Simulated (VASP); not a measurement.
Set up this calculation in VASP 6.6.1, as the native input.

```yaml
Task: single point
Functional: PBE
Potentials_or_basis: VASP PAW PBE potentials, release 64 (Ag)
Cutoff: 520 eV
k_mesh: 22 × 22 × 22
Occupations: gaussian, width 0.1 eV
Spin: no spin polarisation
Dipole_correction: no
Further_INCAR_settings: ALGO = Normal; EDIFF = 1e-06; NBANDS = 12
```

The structure of Ag lies in POSCAR:

```
Ag
1.0
    0.0000000000      2.0738046100      2.0738046100
    2.0738046100      0.0000000000      2.0738046100
    2.0738046100      2.0738046100      0.0000000000
Ag
1
Direct
    0.0000000000      0.0000000000      0.0000000000
```

These files were run (other wordings do the same):

INCAR

```
ALGO     = Normal         # electronic algorithm
EDIFF    = 1E-6           # SCF threshold, eV
ENCUT    = 520            # plane-wave cutoff, eV
GGA      = PE             # functional
ISIF     = 2              # what is computed and relaxed
ISMEAR   = 0              # smearing method
LASPH    = True           # aspherical terms in the spheres
LCHARG   = False          # write CHGCAR
LREAL    = False          # projectors in reciprocal space
LWAVE    = False          # write WAVECAR
NBANDS   = 12             # bands
NELM     = 100            # most SCF steps
PREC     = Accurate       # precision mode
SIGMA    = 0.1            # smearing width, eV
```

KPOINTS

```
k-points
0
Gamma
  22 22 22
```

Potentials or basis: VASP PAW PBE potentials, release 64 (Ag).

Run with:

```bash
$ cat potpaw_PBE.64/Ag/POTCAR > POTCAR
$ mpirun -np 1 vasp_std > vasp.out
```

Results of the run:

* Pressure: -0.1 GPa

Run time: 26 s on 1 thread of Intel(R) Xeon(R) Platinum 8488C (Sapphire Rapids), on a shared host, peak memory 0.19 GiB.
